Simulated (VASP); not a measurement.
Crystal: Te.

```
CELL_PARAMETERS angstrom
3.33000 0.00000 0.00000
-1.66500 2.88386 0.00000
0.00000 0.00000 5.43789
ATOMIC_POSITIONS crystal
Te 0.33333 0.66667 0.25000
Te 0.66667 0.33333 0.75000
```

- Program: VASP 6.6.1
- Task: relaxation of cell and atoms
- Functional: LDA
- Potentials or basis: VASP PAW LDA potentials, release 64 (Te)
- Cutoff: 600 eV
- k mesh: 8 × 8 × 4
- Occupations: gaussian, width 0.05 eV
- Spin: no spin polarisation

At the start: pressure 0.9 GPa; volume 26.11 Å³/atom.

**Question.** Where does the relaxation end?

**Answer.** Over 14 steps the energy falls by 174.5 meV/atom and the volume is 27.99 Å³/atom (+7.2 %); space group P6_3/mmc (No. 194, to 0.05 Å).

Step by step:
| step | energy change (eV) | largest force (eV/Å) | pressure (GPa) | volume (Å³) |
| --- | --- | --- | --- | --- |
| 1 | 0.0000 | 0.0000 | 0.92 | 52.22 |
| 2 | -0.0838 | 0.0000 | -0.58 | 53.31 |
| 3 | -0.2953 | 0.0000 | -1.43 | 56.00 |
| 4 | -0.0564 | 0.0000 | 3.96 | 58.27 |
| 5 | -0.3287 | 0.0000 | 0.65 | 57.53 |
| 6 | -0.3424 | 0.0000 | -0.19 | 57.21 |
| 7 | -0.3434 | 0.0000 | -1.10 | 56.66 |
| 8 | -0.3450 | 0.0000 | -0.59 | 57.00 |
| 9 | -0.3469 | 0.0000 | -0.87 | 56.84 |
| 10 | -0.3464 | 0.0000 | -0.96 | 56.77 |
| 11 | -0.3302 | 0.0000 | 2.57 | 54.39 |
| 12 | -0.3490 | 0.0000 | -0.10 | 56.13 |
| 13 | -0.3490 | 0.0000 | -0.06 | 56.11 |
| 14 | -0.3491 | 0.0000 | 0.01 | 55.98 |

Final structure:
```yaml
crystal:
  lattice:
    - [3.74937, 0.00000, 0.00000]
    - [-1.87468, 3.24705, 0.00000]
    - [0.00000, 0.00000, 4.59834]
  atoms:
    - { symbol: Te, position: [0.33333, 0.66667, 0.25000] }
    - { symbol: Te, position: [0.66667, 0.33333, 0.75000] }
```
